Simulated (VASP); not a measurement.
# Sn in VASP: a series of runs, part 2 of 2

VASP 6.6.1.

## 4. Electric field gradients, LDA (equal xx and yy strain of +3 %)

Contents of INCAR:

```
SYSTEM = Sn
PREC = Accurate ; ENCUT = 400
EDIFF = 1E-8 ; ISMEAR = -1
SIGMA = 0.05 ; LREAL = .FALSE.
LASPH = .TRUE. ; NELM = 120
ALGO = Normal ; ISIF = 2
LWAVE = .FALSE. ; LCHARG = .FALSE.
LEFG = .TRUE. ; NBANDS = 21
GGA_COMPAT = .FALSE.
```

Contents of KPOINTS:

```
Automatic mesh
0
G
  15 15 15
  0 0 0
```

Contents of POSCAR:

```
Sn
1.0
   -3.0033255000      3.0033255000      1.5906500000
    3.0033255000     -3.0033255000      1.5906500000
    3.0033255000      3.0033255000     -1.5906500000
Sn
2
Direct
    0.0000000000      0.0000000000      0.0000000000
    0.7500000000      0.2500000000      0.5000000000
```

Potentials or basis: VASP PAW LDA potentials, release 64 (Sn_d).

Started as:

```bash
$ cat potpaw_LDA.64/Sn_d/POTCAR > POTCAR
$ mpirun -np 1 vasp_std > vasp.out
```

OUTCAR:

```text
SYSTEM = Sn
   PREC = Accurate
   ENCUT = 400
   EDIFF = 1E-8
   ISMEAR = -1
   LREAL = .FALSE.
   LASPH = .TRUE.
   NELM = 120
   ISIF = 2

 ion  position               nearest neighbor table
   1  0.000  0.000  0.000-   2 3.11   2 3.11   2 3.11   2 3.11
   2  0.750  0.250  0.500-   1 3.11   1 3.11   1 3.11   1 3.11

  LATTYP: Found a body centered tetragonal cell.
 ALAT       =     6.0066510000
 C/A-ratio  =     0.5296295723

  Lattice vectors:

 A1 = (  -3.0033255000,   3.0033255000,   1.5906500000)
 A2 = (   3.0033255000,  -3.0033255000,   1.5906500000)
 A3 = (   3.0033255000,   3.0033255000,  -1.5906500000)

Analysis of symmetry for initial positions (statically):
=====================================================================
 Subroutine PRICEL returns:
 Original cell was already a primitive cell.

 Routine SETGRP: Setting up the symmetry group for a
 body centered tetragonal supercell.

 Subroutine GETGRP returns: Found 16 space group operations
 (whereof  8 operations were pure point group operations)
 out of a pool of 16 trial point group operations.

The static configuration has the point symmetry D_2d.
 The point group associated with its full space group is D_4h.

Analysis of symmetry for dynamics (positions and initial velocities):
=====================================================================
 Subroutine PRICEL returns:
 Original cell was already a primitive cell.

 Routine SETGRP: Setting up the symmetry group for a
 body centered tetragonal supercell.

 Subroutine GETGRP returns: Found 16 space group operations
 (whereof  8 operations were pure point group operations)
[... 157 lines left out ...]

 k-point     1 :       0.0000    0.0000    0.0000
  band No.  band energies     occupation
      1     -14.4413      2.00000
      2     -14.4013      2.00000
      3     -14.3540      2.00000
      4     -14.3330      2.00000
      5     -14.1958      2.00000
      6     -14.1958      2.00000
[... 565 lines left out ...]
     20      13.9273      0.00000
     21      14.6749      0.00000

 [... further k-points ...]

------------------------ aborting loop because EDIFF is reached ----------------------------------------

  FORCE on cell =-STRESS in cart. coord.  units (eV):
  Direction    XX          YY          ZZ          XY          YZ          ZX
  --------------------------------------------------------------------------------------
  -------------------------------------------------------------------------------------
  Total       -1.6800500     -1.6800500     -1.4263044      0.0000000      0.0000000      0.0000000
  in kB      -46.9022165    -46.9022165    -39.8183609      0.0000000      0.0000000      0.0000000
  external PRESSURE =     -44.5409313 kB  Pullay stress =       0.0000000 kB

 VOLUME and BASIS-vectors are now :
 -----------------------------------------------------------------------------
  energy-cutoff  :      400.00
  volume of cell :       57.39
      direct lattice vectors                 reciprocal lattice vectors
    -3.003325500  3.003325500  1.590650000     0.000000000  0.166482121  0.314336906
     3.003325500 -3.003325500  1.590650000     0.166482121  0.000000000  0.314336906
     3.003325500  3.003325500 -1.590650000     0.166482121  0.166482121  0.000000000

 POSITION                                       TOTAL-FORCE (eV/Angst)
 -----------------------------------------------------------------------------------
      0.00000      0.00000      0.00000         0.000000     -0.000000     -0.000000
     -0.00000      3.00333      0.79532        -0.000000      0.000000      0.000000
 -----------------------------------------------------------------------------------
    total drift:                                0.000000     -0.000000      0.000000

  FREE ENERGIE OF THE ION-ELECTRON SYSTEM (eV)
  ---------------------------------------------------
  free  energy   TOTEN  =        -8.9086237138 eV

  energy  without entropy=       -8.9007263619  energy(sigma->0) =       -8.90467504

 Electric field gradients (V/A^2)
---------------------------------------------------------------------
 ion       V_xx      V_yy      V_zz      V_xy      V_xz      V_yz
---------------------------------------------------------------------
   1     -13.924   -13.924    27.848    -0.005    -0.004    -0.004
   2     -13.924   -13.924    27.848    -0.005    -0.004    -0.004
---------------------------------------------------------------------

 Electric field gradients after diagonalization (V/A^2)
 (convention: |V_zz| > |V_xx| > |V_yy|)
----------------------------------------------------------------------
 ion       V_xx      V_yy      V_zz     asymmetry (V_yy - V_xx)/ V_zz
----------------------------------------------------------------------
   1     -13.929   -13.919    27.848       0.000
   2     -13.929   -13.919    27.848       0.000
----------------------------------------------------------------------

           NMR quadrupolar parameters

 Cq : quadrupolar parameter    Cq=e*Q*V_zz/h
 eta: asymmetry parameters     (V_yy - V_xx)/ V_zz
 Q  : nuclear electric quadrupole moment in mb (millibarn)
----------------------------------------------------------------------
 ion       Cq(MHz)       eta       Q (mb)
----------------------------------------------------------------------
   1       0.067       0.000       1.000
   2       0.067       0.000       1.000
----------------------------------------------------------------------
```

stdout:

```text
POSCAR found type information on POSCAR Sn
 POSCAR found :  1 types and       2 ions
 scaLAPACK will be used
 LDA part: xc-table for (Slater(with rela. corr.)+CA(PZ))
 , standard interpolation
 POSCAR, INCAR and KPOINTS ok, starting setup
 FFT: planning ... GRIDC
 FFT: planning ... GRID_SOFT
 FFT: planning ... GRID
 WAVECAR not read
 entering main loop
ion   1

ion   2
```

Run time: 5.8 min. Hardware: 1 thread of AMD EPYC 9755, shared host; peak memory 0.25 GiB.

Results:

```
Free energy                             : -8.9086 eV
Pressure                                : -4.5 GPa
Band gap on the k mesh                  : zero (bands 14 and 15 overlap by 3.82 eV)
Largest electric field gradient by atom : Sn +27.8 V/Å²
```

Electric field gradients, principal values (V/Å²):
| atom | least | middle | greatest (by size) |
| --- | --- | --- | --- |
| 1 Sn | -13.919 | -13.929 | 27.848 |
| 2 Sn | -13.919 | -13.929 | 27.848 |

Caveat: the cell differs from its parent crystal (equal xx and yy strain of +3 %); the cell stands under tension; without QUAD_EFG the Cq values of the log hold for a quadrupole moment of 1 mb, not for the nuclei; spin-orbit coupling is left out, which moves the levels of the heavy elements.
